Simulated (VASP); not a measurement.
# VAu (R-3m) in VASP: further runs

The runs below take VAu through single point, with PBEsol.

All numbers are computed with VASP 6.6.1; they aren't measurements. Logs are shortened: lines on timing, memory, paths and dates and some standing lists are left out, and cuts for length are marked.

### Step 1. The cell of the first run

Symmetry: R-3m, No. 166, trigonal system. Conventional cell: a = 2.724 Å, b = 2.724 Å, c = 13.513 Å, α = 90.00°, β = 90.00°, γ = 120.00°. Within 3.6 Å of V (site symmetry -3m) lie 6 V at 2.72 Å and 6 Au at 2.75 Å. Within 3.6 Å of Au (site symmetry -3m) lie 6 Au at 2.72 Å and 6 V at 2.75 Å.

### Step 2. Single point, PBEsol, collinear spin (14.47 Å³/atom)

INCAR

```
SYSTEM = VAu
  PREC = Accurate
  ENCUT = 520
  EDIFF = 1E-6
  ISMEAR = 0
  SIGMA = 0.05
  LREAL = .FALSE.
  LASPH = .TRUE.
  NELM = 150
  ALGO = Normal
  ISIF = 2
  LWAVE = .FALSE.
  LCHARG = .FALSE.
  ISPIN = 2
  MAGMOM = 0.05 0
  LORBIT = 11
  LMAXMIX = 4
  GGA = PS
  NBANDS = 23
```

KPOINTS

```
Automatic mesh
0
G
  14 14 14
  0 0 0
```

POSCAR

```
VAu
1.0
    1.3619883492      0.7863443400      4.5043722975
   -1.3619883492      0.7863443400      4.5043722975
    0.0000000000     -1.5726886800      4.5043722975
V Au
1 1
Direct
    0.5000000000      0.5000000000      0.5000000000
    0.0000000000      0.0000000000      0.0000000000
```

Potentials or basis: VASP PAW PBE potentials, release 64 (V_sv, Au).

Launch:

```
$ cat potpaw_PBE.64/V_sv/POTCAR potpaw_PBE.64/Au/POTCAR > POTCAR
$ mpirun -np 1 vasp_std > vasp.out
```

OUTCAR:

```text
SYSTEM = VAu
   PREC = Accurate
   ENCUT = 520
   EDIFF = 1E-6
   ISMEAR = 0
   LREAL = .FALSE.
   LASPH = .TRUE.
   NELM = 150
   ISIF = 2
   ISPIN = 2
   LORBIT = 11
   GGA = PS

 ion  position               nearest neighbor table
   1  0.500  0.500  0.500-   2 2.75   2 2.75   2 2.75   2 2.75   2 2.75   2 2.75
   2  0.000  0.000  0.000-   1 2.75   1 2.75   1 2.75   1 2.75   1 2.75   1 2.75

  LATTYP: Found a trigonal (rhomboedric) cell.
 ALAT       =     4.7710291845
 COS(alpha) =     0.8370131245

  Lattice vectors:

 A1 = (   1.3619883492,   0.7863443400,   4.5043722975)
 A2 = (  -1.3619883492,   0.7863443400,   4.5043722975)
 A3 = (   0.0000000000,  -1.5726886800,   4.5043722975)

Analysis of symmetry for initial positions (statically):
=====================================================================
 Subroutine PRICEL returns:
 Original cell was already a primitive cell.

 Routine SETGRP: Setting up the symmetry group for a
 trigonal (rhombohedral) supercell.

 Subroutine GETGRP returns: Found 12 space group operations
 (whereof 12 operations were pure point group operations)
 out of a pool of 12 trial point group operations.

The static configuration has the point symmetry D_3d.

Analysis of symmetry for dynamics (positions and initial velocities):
=====================================================================
 Subroutine PRICEL returns:
 Original cell was already a primitive cell.

 Routine SETGRP: Setting up the symmetry group for a
 trigonal (rhombohedral) supercell.

 Subroutine GETGRP returns: Found 12 space group operations
 (whereof 12 operations were pure point group operations)
 out of a pool of 12 trial point group operations.

The dynamic configuration has the point symmetry D_3d.

Analysis of structural, dynamic, and magnetic symmetry:
=====================================================================
 Subroutine PRICEL returns:
 Original cell was already a primitive cell.

 Routine SETGRP: Setting up the symmetry group for a
 trigonal (rhombohedral) supercell.

 Subroutine GETGRP returns: Found 12 space group operations
 (whereof 12 operations were pure point group operations)
 out of a pool of 12 trial point group operations.

The overall configuration has the point symmetry D_3d.

 Subroutine INISYM returns: Found 12 space group operations
 (whereof 12 operations are pure point group operations),
 and found     1 'primitive' translations

----------------------------------------------------------------------------------------

                                     Primitive cell

  volume of cell :      28.9449

  direct lattice vectors                    reciprocal lattice vectors
     1.361988349  0.786344340  4.504372297     0.367110336  0.211951251  0.074002172
    -1.361988349  0.786344340  4.504372297    -0.367110336  0.211951251  0.074002172
     0.000000000 -1.572688680  4.504372297     0.000000000 -0.423902502  0.074002172

  length of vectors
     4.771029184  4.771029184  4.771029184     0.430313436  0.430313436  0.430313436

  position of ions in fractional coordinates (direct lattice)
     0.500000000  0.500000000  0.500000000
     0.000000000  0.000000000  0.000000000

  ion indices of the primitive-cell ions
   primitive index   ion index
                 1           1
                 2           2

----------------------------------------------------------------------------------------

 KPOINTS: Automatic mesh

Automatic generation of k-mesh.
 Grid dimensions read from file:
 generate k-points for:   14   14   14

 Generating k-lattice:

  Cartesian coordinates                     Fractional coordinates (reciprocal lattice)
     0.026222167  0.015139375  0.005285869     0.071428571  0.000000000  0.000000000
    -0.026222167  0.015139375  0.005285869     0.000000000  0.071428571  0.000000000
     0.000000000 -0.030278750  0.005285869     0.000000000  0.000000000  0.071428571

  Length of vectors
     0.030736674  0.030736674  0.030736674

  Shift w.r.t. Gamma in fractional coordinates (k-lattice)
[... 56 lines left out ...]
      4     -26.8086      1.00000
      5       1.8971      1.00000
      6       4.2067      1.00000
[... 15 lines left out ...]
     22      29.8188      0.00000
     23      31.1678      0.00000

 k-point    24 :       0.2857    0.1429    0.0000
  band No.  band energies     occupation
      1     -53.1646      1.00000
      2     -27.2844      1.00000
      3     -27.0346      1.00000
      4     -26.8449      1.00000
      5       2.7106      1.00000
      6       4.4878      1.00000
[... 15 lines left out ...]
     22      30.3182      0.00000
     23      31.1060      0.00000

 [... further k-points ...]

 spin component 2

 k-point     1 :       0.0000    0.0000    0.0000
  band No.  band energies     occupation
      1     -53.2107      1.00000
      2     -27.3233      1.00000
      3     -26.7603      1.00000
      4     -26.7603      1.00000
      5       0.5650      1.00000
      6       3.5906      1.00000
[... 15 lines left out ...]
     22      31.2821      0.00000
     23      31.3354      0.00000

 k-point     2 :       0.0714   -0.0000   -0.0000
  band No.  band energies     occupation
      1     -53.2059      1.00000
      2     -27.3192      1.00000
      3     -26.7895      1.00000
      4     -26.7670      1.00000
      5       0.7633      1.00000
      6       3.6921      1.00000
[... 15 lines left out ...]
     22      30.3954      0.00000
     23      31.3610      0.00000

 k-point     3 :       0.1429   -0.0000   -0.0000
  band No.  band energies     occupation
      1     -53.1924      1.00000
      2     -27.3077      1.00000
      3     -26.8711      1.00000
      4     -26.7856      1.00000
      5       1.3292      1.00000
      6       3.9650      1.00000
[... 15 lines left out ...]
     22      29.6189      0.00000
     23      31.2371      0.00000
[... 495 lines left out ...]
 k-point    23 :       0.2143    0.1429    0.0000
  band No.  band energies     occupation
      1     -53.1801      1.00000
      2     -27.2977      1.00000
      3     -26.9399      1.00000
      4     -26.8064      1.00000
      5       1.8974      1.00000
      6       4.2072      1.00000
[... 15 lines left out ...]
     22      29.8193      0.00000
     23      31.1686      0.00000

 k-point    24 :       0.2857    0.1429    0.0000
  band No.  band energies     occupation
      1     -53.1624      1.00000
      2     -27.2825      1.00000
      3     -27.0324      1.00000
      4     -26.8427      1.00000
      5       2.7109      1.00000
      6       4.4879      1.00000
[... 15 lines left out ...]
     22      30.3190      0.00000
     23      31.1064      0.00000

 [... further k-points ...]
[... 5 lines left out ...]
  --------------------------------------------------------------------------------------
  -------------------------------------------------------------------------------------
  Total        1.5557647      1.5557647      1.5817387     -0.0000000     -0.0000000      0.0000000
  in kB       86.1157927     86.1157926     87.5535273     -0.0000000     -0.0000000      0.0000000
  external PRESSURE =      86.5950375 kB  Pullay stress =       0.0000000 kB

 VOLUME and BASIS-vectors are now :
 -----------------------------------------------------------------------------
  energy-cutoff  :      520.00
  volume of cell :       28.94
      direct lattice vectors                 reciprocal lattice vectors
     1.361988349  0.786344340  4.504372297     0.367110336  0.211951251  0.074002172
    -1.361988349  0.786344340  4.504372297    -0.367110336  0.211951251  0.074002172
     0.000000000 -1.572688680  4.504372297     0.000000000 -0.423902502  0.074002172

 POSITION                                       TOTAL-FORCE (eV/Angst)
 -----------------------------------------------------------------------------------
      0.00000      0.00000      6.75656         0.000000     -0.000000     -0.000000
      0.00000      0.00000      0.00000        -0.000000      0.000000      0.000000
 -----------------------------------------------------------------------------------
    total drift:                                0.000000     -0.000000      0.000000

  FREE ENERGIE OF THE ION-ELECTRON SYSTEM (eV)
  ---------------------------------------------------
  free  energy   TOTEN  =       -13.1974370961 eV

  energy  without entropy=      -13.1936458766  energy(sigma->0) =      -13.19554149

 total charge

# of ion       s       p       d       tot
------------------------------------------
    1        2.297   6.190   3.034  11.521
    2        0.666   0.599   8.645   9.910
--------------------------------------------------
tot          2.963   6.789  11.679  21.431

 magnetization (x)

# of ion       s       p       d       tot
------------------------------------------
    1        0.000   0.000   0.002   0.002
    2       -0.000   0.000   0.000   0.000
--------------------------------------------------
tot          0.000   0.000   0.002   0.002
```

Run time: 18 min. Hardware: 1 thread of Intel Xeon 8259CL, shared host; peak memory 0.47 GiB.

Results:

* Free energy: -13.1974 eV
* Pressure: 8.7 GPa
* Band gap on the k mesh: zero (filled and empty bands overlap)
* Net moment: 0.00 μB per cell
* Valence electrons inside the program's atomic spheres: V 11.52; Au 9.91

Stress tensor (GPa, compression positive):
```
8.61 0.00 0.00
0.00 8.61 0.00
0.00 0.00 8.76
```

Levels at points of the mesh, in eV from the Fermi level:
Spin up:
| k point | band 9 | band 10 | band 11 | band 12 | band 13 | band 14 | band 15 | band 16 |
| --- | --- | --- | --- | --- | --- | --- | --- | --- |
| (0.00, 0.00, 0.00) | -3.82 | -3.82 | -1.87 | -0.90 | 0.49 | 0.49 | 1.91 | 1.91 |
| (0.50, 0.00, 0.00) | -3.14 | -2.35 | -2.11 | -1.01 | 0.91 | 1.99 | 2.89 | 3.75 |
| (0.50, 0.50, 0.00) | -2.11 | -1.67 | -0.88 | 0.02 | 1.71 | 1.80 | 1.93 | 2.91 |
| (0.50, 0.50, 0.50) | -5.50 | -3.61 | -3.61 | -1.29 | 0.24 | 0.24 | 1.57 | 1.57 |
Spin down:
```tsv
k point	band 8	band 9	band 10	band 11	band 12	band 13	band 14	band 15	band 16	band 17
(0.00, 0.00, 0.00)	-5.55	-3.82	-3.82	-1.87	-0.90	0.49	0.49	1.92	1.92	6.40
(0.50, 0.00, 0.00)	-4.26	-3.14	-2.35	-2.11	-1.00	0.91	1.99	2.90	3.76	7.16
(0.50, 0.50, 0.00)	-4.54	-2.11	-1.67	-0.88	0.02	1.71	1.80	1.93	2.91	5.53
(0.50, 0.50, 0.50)	-5.50	-5.50	-3.61	-3.61	-1.28	0.25	0.25	1.57	1.57	12.57
```

Caveat: the cell stands under pressure; the PAW data sets were made with another functional, which shifts forces and pressure a little; spin-orbit coupling is left out, which moves the levels of the heavy elements.

### Step 3. Single point, PBEsol, collinear spin, ferromagnetic start

This run uses another cell than the first one, of 15.08 Å³/atom.

INCAR

```
ALGO     = Normal         # electronic algorithm
EDIFF    = 1E-6           # SCF threshold, eV
ENCUT    = 520            # plane-wave cutoff, eV
GGA      = PS             # functional
ISIF     = 2              # what is computed and relaxed
ISMEAR   = 0              # smearing method
ISPIN    = 2              # spin polarisation
LASPH    = T              # aspherical terms in the spheres
LCHARG   = F              # write CHGCAR
LMAXMIX  = 4              # l up to which the mixer works
LORBIT   = 11             # projections on sites
LREAL    = F              # projectors in reciprocal space
LWAVE    = F              # write WAVECAR
MAGMOM   = 1 0            # initial moments
NBANDS   = 23             # bands
NELM     = 150            # most SCF steps
PREC     = Accurate       # precision mode
SIGMA    = 0.05           # smearing width, eV
```

KPOINTS

```
k-points
0
Gamma
  14 14 14
```

POSCAR

```
VAu
1.0
    1.3802760729      0.7969027622      4.5685450492
   -1.3802760729      0.7969027622      4.5685450492
    0.0000000000     -1.5938055245      4.5685450492
V Au
1 1
Direct
    0.5000000000      0.5000000000      0.5000000000
    0.0000000000      0.0000000000      0.0000000000
```

Potentials or basis: VASP PAW PBE potentials, release 64 (V_sv, Au).

Launch:

```
$ cat potpaw_PBE.64/V_sv/POTCAR potpaw_PBE.64/Au/POTCAR > POTCAR
$ mpirun -np 1 vasp_std > vasp.out
```

It took 5.6 min on 1 thread of Intel Xeon 6975P-C (Granite Rapids), shared host; peak memory 0.48 GiB.

It converged, with:

```yaml
Free_energy: -13.2291 eV
Pressure: -0.1 GPa
Band_gap_on_the_k_mesh: zero (filled and empty bands overlap)
Net_moment: 0.00 μB per cell
Valence_electrons_inside_the_program's_atomic_spheres: V 11.46; Au 9.84
```

Stress tensor (GPa, compression positive):
```
-0.17  0.00  0.00
 0.00 -0.17  0.00
 0.00  0.00 -0.04
```

Levels at points of the mesh, in eV from the Fermi level:
Spin up:
| k point | band 8 | band 9 | band 10 | band 11 | band 12 | band 13 | band 14 | band 15 | band 16 | band 17 |
| --- | --- | --- | --- | --- | --- | --- | --- | --- | --- | --- |
| (0.00, 0.00, 0.00) | -5.29 | -3.68 | -3.68 | -1.80 | -0.83 | 0.47 | 0.47 | 1.81 | 1.81 | 6.03 |
| (0.50, 0.00, 0.00) | -4.10 | -2.96 | -2.21 | -2.08 | -0.91 | 0.89 | 1.83 | 2.74 | 3.61 | 6.86 |
| (0.50, 0.50, 0.00) | -4.35 | -2.08 | -1.58 | -0.78 | -0.03 | 1.61 | 1.76 | 1.80 | 2.75 | 5.21 |
| (0.50, 0.50, 0.50) | -5.24 | -5.24 | -3.50 | -3.50 | -1.19 | 0.25 | 0.25 | 1.50 | 1.50 | 12.23 |
Spin down:
```
           k point  band 10  band 11  band 12  band 13  band 14  band 15
(0.00, 0.00, 0.00)    -3.68    -1.80    -0.83     0.47     0.47     1.81
(0.50, 0.00, 0.00)    -2.21    -2.08    -0.91     0.89     1.83     2.74
(0.50, 0.50, 0.00)    -1.58    -0.78    -0.03     1.61     1.76     1.81
(0.50, 0.50, 0.50)    -3.50    -3.50    -1.19     0.25     0.25     1.50
```

Caveat: the PAW data sets were made with another functional, which shifts forces and pressure a little; spin-orbit coupling is left out, which moves the levels of the heavy elements.

### Step 4. Single point, PBEsol, collinear spin (15.68 Å³/atom)

This run uses another cell than the first one, of 15.68 Å³/atom.

INCAR

```
PREC = Accurate ; ENCUT = 520
EDIFF = 1E-6 ; ISMEAR = 0
SIGMA = 0.05 ; LREAL = F
LASPH = T ; NELM = 150
ALGO = Normal ; ISIF = 2
LWAVE = F ; LCHARG = T
ISPIN = 2 ; MAGMOM = 0.05 0
LORBIT = 11 ; LMAXMIX = 4
GGA = PS ; LELF = T
LVHAR = T ; NBANDS = 23
```

KPOINTS

```
Automatic mesh
0
Gamma
  14 14 14
```

POSCAR

```
VAu
1.0
    1.3979583788      0.8071116463      4.6318521410
   -1.3979583788      0.8071116463      4.6318521410
    0.0000000000     -1.6142232926      4.6318521410
V Au
1 1
Direct
    0.5000000000      0.5000000000      0.5000000000
    0.0000000000      0.0000000000      0.0000000000
```

Launch:

```
$ cat potpaw_PBE.64/V_sv/POTCAR potpaw_PBE.64/Au/POTCAR > POTCAR
$ mpirun -np 1 vasp_std > vasp.out
```

Run time: 17 min. Hardware: 1 thread of Intel Xeon 8259CL, shared host; peak memory 0.49 GiB.

Results (log left out):

```
Free energy                                           : -13.2017 eV
Pressure                                              : -7.1 GPa
Band gap on the k mesh                                : zero (filled and empty bands overlap)
Net moment                                            : 0.00 μB per cell
Valence electrons inside the program's atomic spheres : V 11.40; Au 9.78
```

Levels at points of the mesh, in eV from the Fermi level:
Spin up:
```csv
k point,band 10,band 11,band 12,band 13,band 14,band 15
"(0.00, 0.00, 0.00)",-3.56,-1.74,-0.77,0.45,0.45,1.71
"(0.50, 0.00, 0.00)",-2.07,-2.06,-0.83,0.86,1.68,2.60
"(0.50, 0.50, 0.00)",-1.50,-0.68,-0.07,1.51,1.69,1.72
"(0.50, 0.50, 0.50)",-3.39,-3.39,-1.10,0.25,0.25,1.43
```
Spin down:
```tsv
k point	band 8	band 9	band 10	band 11	band 12	band 13	band 14	band 15	band 16	band 17
(0.00, 0.00, 0.00)	-5.06	-3.56	-3.56	-1.74	-0.77	0.45	0.45	1.71	1.71	5.68
(0.50, 0.00, 0.00)	-3.96	-2.80	-2.07	-2.05	-0.83	0.86	1.68	2.61	3.48	6.58
(0.50, 0.50, 0.00)	-4.18	-2.06	-1.50	-0.68	-0.07	1.52	1.69	1.72	2.62	4.92
(0.50, 0.50, 0.50)	-5.02	-5.02	-3.39	-3.39	-1.10	0.25	0.25	1.43	1.43	11.89
```

Caveat: the cell stands under tension; the PAW data sets were made with another functional, which shifts forces and pressure a little; spin-orbit coupling is left out, which moves the levels of the heavy elements.

### Step 5. Single point, PBEsol, collinear spin (15.38 Å³/atom)

This run uses another cell than the first one, of 15.38 Å³/atom.

INCAR, as its differences from that of step 4:

```diff
@@ -1,3 +1,3 @@
 PREC = Accurate ; ENCUT = 520
-EDIFF = 1E-6 ; ISMEAR = 0
+EDIFF = 1E-7 ; ISMEAR = 0
 SIGMA = 0.05 ; LREAL = F
```

KPOINTS is that of step 4.

POSCAR

```
VAu
1.0
    1.3894172404      0.8021804178      4.5988011962
   -1.3894172404      0.8021804178      4.5988011962
    0.0000000000     -1.6043608356      4.5988011962
V Au
1 1
Direct
    0.5000000000      0.5000000000      0.5000000000
    0.0000000000      0.0000000000      0.0000000000
```

Launch:

```
$ cat potpaw_PBE.64/V_sv/POTCAR potpaw_PBE.64/Au/POTCAR > POTCAR
$ mpirun -np 1 vasp_std > vasp.out
```

Wall time 15 min (1 thread of Intel Xeon 8259CL, shared host); peak memory 0.49 GiB.

The run converged. Its results:

| Quantity | Value |
| --- | --- |
| Free energy | -13.2219 eV |
| Pressure | -3.8 GPa |
| Band gap on the k mesh | zero (filled and empty bands overlap) |
| Net moment | 0.00 μB per cell |
| Valence electrons inside the program's atomic spheres | V 11.43; Au 9.81 |

Stress tensor (GPa, compression positive):
```
-3.89  0.00  0.00
 0.00 -3.89  0.00
 0.00  0.00 -3.70
```

Levels at points of the mesh, in eV from the Fermi level:
Spin up:
| k point | band 10 | band 11 | band 12 | band 13 | band 14 | band 15 |
| --- | --- | --- | --- | --- | --- | --- |
| (0.00, 0.00, 0.00) | -3.62 | -1.77 | -0.80 | 0.46 | 0.46 | 1.76 |
| (0.50, 0.00, 0.00) | -2.14 | -2.07 | -0.87 | 0.87 | 1.75 | 2.67 |
| (0.50, 0.50, 0.00) | -1.54 | -0.73 | -0.05 | 1.56 | 1.74 | 1.75 |
| (0.50, 0.50, 0.50) | -3.44 | -3.44 | -1.14 | 0.25 | 0.25 | 1.46 |
Spin down:
```tsv
k point	band 8	band 9	band 10	band 11	band 12	band 13	band 14	band 15	band 16	band 17
(0.00, 0.00, 0.00)	-5.18	-3.62	-3.62	-1.77	-0.79	0.46	0.46	1.76	1.76	5.86
(0.50, 0.00, 0.00)	-4.03	-2.88	-2.14	-2.07	-0.87	0.87	1.75	2.67	3.55	6.72
(0.50, 0.50, 0.00)	-4.27	-2.07	-1.54	-0.73	-0.05	1.56	1.74	1.75	2.68	5.06
(0.50, 0.50, 0.50)	-5.13	-5.13	-3.44	-3.44	-1.14	0.25	0.25	1.46	1.46	12.07
```

Caveat: the cell stands under tension; the PAW data sets were made with another functional, which shifts forces and pressure a little; spin-orbit coupling is left out, which moves the levels of the heavy elements.

### Step 6. The runs side by side

```tsv
spin	cell	gap on the mesh (eV)	pressure (GPa)	moment (μB)
collinear	a = 4.771 Å, angles 33.2°, 2 atoms	none	8.7	0.00
collinear, ferromagnetic start	a = 4.839 Å, angles 33.1°, 2 atoms	none	-0.1	0.00
collinear	a = 4.905 Å, angles 33.1°, 2 atoms	none	-7.1	0.00
collinear	a = 4.871 Å, angles 33.1°, 2 atoms	none	-3.8	0.00
```

Alike in all rows: task single point; level PBEsol; potentials or basis VASP PAW PBE potentials, release 64 (V_sv, Au); k mesh 14 × 14 × 14; cutoff (eV) 520; smearing gaussian 0.05 eV.

Caveats: the PAW data sets were made with another functional, which shifts forces and pressure a little; spin-orbit coupling is left out, which moves the levels of the heavy elements; the cell stands under tension (at least some runs); the cell stands under pressure (at least some runs).

Total energies depend on the potentials used, so only differences within one code and one set of settings carry meaning.
